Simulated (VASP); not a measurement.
**Ta: single point with PBE**

System: Ta, a slab with vacuum.

```xyz
14
Lattice="4.6943 0.0000 0.0000 2.3472 4.0654 0.0000 0.0000 0.0000 28.4569" Properties=species:S:1:pos:R:3 pbc="T T T"
Ta    4.6943    2.7103    8.2922
Ta    0.0000    0.0000    9.0435
Ta    2.3472    1.3551    9.8199
Ta    4.6943    2.7103   10.9274
Ta    0.0000    0.0000   11.8119
Ta    2.3472    1.3551   12.7607
Ta    4.6943    2.7103   13.7922
Ta    0.0000    0.0000   14.6647
Ta    2.3472    1.3551   15.6962
Ta    4.6943    2.7103   16.6450
Ta    0.0000    0.0000   17.5295
Ta    2.3472    1.3551   18.6370
Ta    4.6943    2.7103   19.4135
Ta    0.0000    0.0000   20.1647
```

```json
{
 "Program": "VASP 6.6.1",
 "Task": "single point",
 "Functional": "PBE",
 "Potentials or basis": "VASP PAW PBE potentials, release 64 (Ta_pv)",
 "Cutoff": "520 eV",
 "k mesh": "8 × 8 × 1",
 "Occupations": "methfessel-paxton, width 0.1 eV",
 "Spin": "no spin polarisation",
 "Dipole correction": "yes",
 "Further INCAR settings": "ALGO = Normal; EDIFF = 1e-06; NBANDS = 90"
}
```

- Largest force: 0.026 eV/Å
- Band gap on the k mesh: zero (bands 77 and 78 overlap by 0.09 eV)

Forces on the atoms (eV/Å):
```
Ta   0.000  0.000 -0.026
Ta   0.000  0.000 -0.010
Ta   0.000  0.000  0.010
Ta   0.000  0.000  0.011
Ta   0.000  0.000 -0.008
Ta   0.000  0.000 -0.009
Ta   0.000  0.000 -0.010
Ta   0.000  0.000  0.010
Ta   0.000  0.000  0.009
Ta   0.000  0.000  0.008
Ta   0.000  0.000 -0.011
Ta   0.000  0.000 -0.010
Ta   0.000  0.000  0.010
Ta   0.000  0.000  0.026
```

Levels at points of the mesh, in eV from the Fermi level:
```tsv
k point	band 75	band 76	band 77	band 78	band 79	band 80
(0.00, 0.00, 0.00)	-0.62	-0.07	-0.07	-0.07	-0.06	0.37
(0.50, 0.00, 0.00)	-0.50	-0.45	-0.42	0.04	0.20	0.33
```

Run time: 25 min on 1 thread of AMD EPYC 7R43 64-Core Processor (Zen 3) (shared host), peak memory 0.71 GiB.

Caveat: spin-orbit coupling is left out, which moves the levels of the heavy elements.
